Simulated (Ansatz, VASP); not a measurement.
This is a calculation of Ta3Cu for VASP 6.6.1.

The input INCAR:

```
PREC = Accurate
ENCUT = 520
EDIFF = 1E-6
ISMEAR = -1
SIGMA = 0.05
LREAL = False
LASPH = True
NELM = 80
ALGO = Fast
ISIF = 2
LWAVE = False
LCHARG = True
GGA = PS
LELF = True
LVHAR = True
NBANDS = 30
```

KPOINTS

```
Automatic mesh
0
Gamma
  9 9 9
```

POSCAR

```
Ta3Cu
1.0
   -2.0065070000      2.0065070000      4.2081700000
    2.0065070000     -2.0065070000      4.2081700000
    2.0065070000      2.0065070000     -4.2081700000
Ta Cu
3 1
Direct
    0.5000000000      0.5000000000      0.0000000000
    0.2500000000      0.7500000000      0.5000000000
    0.7500000000      0.2500000000      0.5000000000
    0.0000000000      0.0000000000      0.0000000000
```

Potentials or basis: VASP PAW PBE potentials, release 64 (Ta_pv, Cu).

Launch:

```sh
$ cat potpaw_PBE.64/Ta_pv/POTCAR potpaw_PBE.64/Cu/POTCAR > POTCAR
$ mpirun -np 1 vasp_std > vasp.out
```

Task: Set up the same calculation for Ansatz 0.2.0. Potentials there: all-electron LAPW, scalar-relativistic.

Result: As run (the cutoff follows the program's own potentials):

input.yaml

```yaml
crystal:
  lattice:
    - [-2.006507, 2.006507, 4.20817]
    - [2.006507, -2.006507, 4.20817]
    - [2.006507, 2.006507, -4.20817]
  atoms:
    - { symbol: Ta, position: [0.5, 0.5, 0.0] }
    - { symbol: Ta, position: [0.25, 0.75, 0.5] }
    - { symbol: Ta, position: [0.75, 0.25, 0.5] }
    - { symbol: Cu, position: [0.0, 0.0, 0.0] }
kpoints:
  mp_grid: { grid: [9, 9, 9] }
scf:
  occupations: { method: fermi_dirac, width: 0.05 }
hamiltonian:
  xc: pbesol
  pseudopotentials: { kind: all_electron, lapw: { basis_error: 0.001 } }
output:
  forces: true
  stress: true
  eigenvalues: true
  populations: true
```

Potentials or basis: all-electron LAPW, scalar-relativistic.

Launch:

```console
$ ansatz run input.yaml --threads 2 --pin off --max-ram 8192MiB --backend cpu --events-out ev --progress --plain --runs-dir out
```

Both were run:

|  | VASP | Ansatz | Ansatz less VASP |
| --- | --- | --- | --- |
| gap on the k mesh at the Fermi level (eV) | none | none | - |
| pressure (GPa) | -6.0 | -6.3 | -0.30 |
| traceless stress, the component that is largest in VASP (GPa) | -0.33 | -0.24 | +0.094 |

VASP's potentials were made for PBE, not for PBEsol. A gap of «none» marks a metal or a gap that the smearing closes. Ansatz ran all-electron here, and VASP with PAW potentials.

Spin-orbit coupling is off throughout.
